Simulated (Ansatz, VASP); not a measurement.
## Zn: VASP beside Ansatz

Contents of INCAR:

```
SYSTEM = Zn
PREC = Accurate ; ENCUT = 520
EDIFF = 1E-6 ; ISMEAR = -1
SIGMA = 0.1 ; LREAL = .FALSE.
LASPH = .TRUE. ; NELM = 100
ALGO = Normal ; ISIF = 2
LWAVE = .FALSE. ; LCHARG = .FALSE.
LDIPOL = .TRUE. ; IDIPOL = 3
DIPOL = 0.5 0.5 0.500 ; NBANDS = 25
```

File KPOINTS:

```
regular mesh
0
G
  16 16 1
  0 0 0
```

File POSCAR:

```
Zn
1.0
    2.5745889077      0.0000000000      0.0000000000
   -1.2872944539      2.2296593984      0.0000000000
    0.0000000000      0.0000000000     15.6391000000
Zn
3
Direct
    0.0000000000      0.0000000000      0.3516827453
    0.3333333333      0.6666666667      0.4999999785
    0.0000000000      0.0000000000      0.6483172547
```

Input for Ansatz:

```yaml
crystal:
  lattice:
    - [2.5745889077, 0.0, 0.0]
    - [-1.2872944539, 2.2296593984, 0.0]
    - [0.0, 0.0, 15.6391]
  atoms:
    - { symbol: Zn, position: [0.0, 0.0, 0.3516827453] }
    - { symbol: Zn, position: [0.3333333333, 0.6666666667, 0.4999999785] }
    - { symbol: Zn, position: [0.0, 0.0, 0.6483172547] }
kpoints:
  mp_grid: { grid: [16, 16, 1] }
scf:
  occupations: { method: fermi_dirac, width: 0.1 }
hamiltonian:
  xc: lda
  pseudopotentials: { kind: all_electron, lapw: { basis_error: 0.001 } }
output:
  forces: true
  stress: true
  eigenvalues: true
efield:
  axis: 3
  amplitude: 0
  dipole_correction: true
```

Alike in both runs: task single point; functional LDA; k mesh 16 × 16 × 1; occupations fermi-dirac, width 0.1 eV; no spin polarisation.

|  | VASP | Ansatz |
| --- | --- | --- |
| version | VASP 6.6.1 | Ansatz 0.2.0 |
| potentials or method | VASP PAW LDA potentials, release 64 (Zn), cutoff 520 eV | all-electron LAPW, scalar-relativistic |

|  | VASP | Ansatz | Ansatz less VASP |
| --- | --- | --- | --- |
| rms of the force components (eV/Å) | 0.011 | 0.001 | -0.0099 |

LDA's correlation is that of Perdew and Zunger in VASP and of Perdew and Wang (1992) in Ansatz. Atom by atom the forces differ by 0.010 eV/Å (rms over components). Ansatz ran all-electron here, and VASP with PAW potentials. Ansatz's warnings: vacuum density over bound.
